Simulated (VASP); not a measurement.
# Al: relaxation of cell and atoms with PBE

Crystal: Al.

```xyz
1
Lattice="0.0000 2.0194 2.0194 2.0194 0.0000 2.0194 2.0194 2.0194 0.0000" Properties=species:S:1:pos:R:3 pbc="T T T"
Al    2.0194    2.0194    2.0194
```

```
Program                : VASP 6.6.1
Task                   : relaxation of cell and atoms
Functional             : PBE
Potentials or basis    : VASP PAW PBE potentials, release 64 (Al)
Cutoff                 : 500 eV
k mesh                 : 8 × 8 × 8
Occupations            : gaussian, width 0.1 eV
Spin                   : no spin polarisation
Dipole correction      : no
Further INCAR settings : ALGO = Normal; EDIFF = 1e-07; IBRION = 2; EDIFFG = -0.04; NSW = 90; ISIF = 3
```

| Item | Value |
| --- | --- |
| Pressure after relaxing | 0.2 GPa |

Final structure:
```
CELL_PARAMETERS angstrom
0.00000 2.01942 2.01942
2.01942 0.00000 2.01942
2.01942 2.01942 0.00000
ATOMIC_POSITIONS crystal
Al 0.50000 0.50000 0.50000
```

Levels at points of the mesh, in eV from the Fermi level:
| k point | band 1 | band 2 | band 3 | band 4 |
| --- | --- | --- | --- | --- |
| (0.00, 0.00, 0.00) | -11.20 | 12.57 | 12.57 | 12.57 |
| (0.50, 0.00, 0.00) | -4.66 | -4.44 | 11.37 | 11.37 |
| (0.50, 0.50, 0.00) | -2.99 | -1.66 | 5.20 | 5.55 |

It took 3.5 s on 1 thread of AMD EPYC 7R43 64-Core Processor (Zen 3), on a shared host, peak memory 0.09 GiB.

Caveat: the relaxation stopped at its first step, so nothing moved.
